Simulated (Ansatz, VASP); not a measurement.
CuSn3 in VASP and in Ansatz

Contents of INCAR:

```
ALGO = Fast
EDIFF = 1E-6
ENCUT = 520
GGA = PS
ISIF = 2
ISMEAR = 0
LASPH = T
LCHARG = F
LREAL = F
LWAVE = F
NBANDS = 34
NELM = 80
PREC = Accurate
SIGMA = 0.15
```

Contents of KPOINTS:

```
k-points
0
Gamma
  14 14 14
```

File POSCAR:

```
CuSn3
1.0
   -2.3091160394      2.3091160394      4.2260234635
    2.3091160394     -2.3091160394      4.2260234635
    2.3091160394      2.3091160394     -4.2260234635
Cu Sn
1 3
Direct
    0.0000000000      0.0000000000      0.0000000000
    0.7500000000      0.2500000000      0.5000000000
    0.2500000000      0.7500000000      0.5000000000
    0.4467584594      0.4467584594      0.0000000000
```

Input for Ansatz:

```yaml
crystal:
  lattice:
    - [-2.3091160394, 2.3091160394, 4.2260234635]
    - [2.3091160394, -2.3091160394, 4.2260234635]
    - [2.3091160394, 2.3091160394, -4.2260234635]
  atoms:
    - { symbol: Cu, position: [0.0, 0.0, 0.0] }
    - { symbol: Sn, position: [0.75, 0.25, 0.5] }
    - { symbol: Sn, position: [0.25, 0.75, 0.5] }
    - { symbol: Sn, position: [0.4467584594, 0.4467584594, 0.0] }
basis:
  ecutwfc: 420
kpoints:
  mp_grid: { grid: [14, 14, 14] }
hamiltonian:
  xc: pbesol
scf:
  occupations: { method: gaussian, width: 0.15 }
output:
  forces: true
  stress: true
  eigenvalues: true
  write_density: true
  write_potential: true
  elf: true
  volumetric_format: npy
```

Alike in both runs: task single point; functional PBEsol; k mesh 14 × 14 × 14; occupations gaussian, width 0.15 eV; no spin polarisation.

|  | VASP | Ansatz |
| --- | --- | --- |
| version | VASP 6.6.1 | Ansatz 0.2.0 |
| potentials or method | VASP PAW PBE potentials, release 64 (Cu, Sn_d), cutoff 520 eV | scalar-relativistic, plane waves, PAW |
| valence electrons in the cell | 53 | 61 |

|  | VASP | Ansatz | Ansatz less VASP |
| --- | --- | --- | --- |
| gap on the k mesh at the Fermi level (eV) | none | none | - |
| pressure (GPa) | 3.4 | 3.4 | +0.06 |
| traceless stress, the component that is largest in VASP (GPa) | -1.67 | -1.69 | -0.016 |
| rms of the force components (eV/Å) | 0.934 | 0.934 | -0.0002 |

VASP's potentials were made for PBE, not for PBEsol. Atom by atom the forces differ by 0.001 eV/Å (rms over components). A gap of «none» marks a metal or a gap that the smearing closes. VASP's potentials hold 53 valence electrons a cell and Ansatz's 61, so a difference there can come from the potentials and not from the codes.
